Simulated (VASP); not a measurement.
Input of a VASP 6.6.1 run:

File INCAR:

```
ALGO     = Normal         # electronic algorithm
EDIFF    = 1E-6           # SCF threshold, eV
ENCUT    = 500            # plane-wave cutoff, eV
GGA      = PE             # functional
GGA_COMPAT= False        
ISIF     = 2              # what is computed and relaxed
ISMEAR   = 0              # smearing method
LASPH    = True           # aspherical terms in the spheres
LCHARG   = False          # write CHGCAR
LREAL    = False          # projectors in reciprocal space
LWAVE    = False          # write WAVECAR
NBANDS   = 16             # bands
NELM     = 120            # most SCF steps
PREC     = Accurate       # precision mode
SIGMA    = 0.1            # smearing width, eV
```

KPOINTS

```
k-points
0
Gamma
  6 6 6
```

Contents of POSCAR:

```
CdTe
1.0
    0.0000000000      3.2821135600      3.2821135600
    3.2821135600      0.0000000000      3.2821135600
    3.2821135600      3.2821135600      0.0000000000
Cd Te
1 1
Direct
    0.0000000000      0.0000000000      0.0000000000
    0.2500000000      0.2500000000      0.2500000000
```

Potentials or basis: VASP PAW PBE potentials, release 64 (Cd, Te).

Run with:

```bash
$ cat potpaw_PBE.64/Cd/POTCAR potpaw_PBE.64/Te/POTCAR > POTCAR
$ mpirun -np 1 vasp_std > vasp.out
```

Question: Estimate the pressure.

Answer: 1.1 GPa.

Question: Estimate the band gap on the k mesh.

Answer: 0.65 eV.

Caveat: semilocal functionals underestimate gaps, and a narrow one can read as zero; spin-orbit coupling is left out, which moves the levels of the heavy elements.
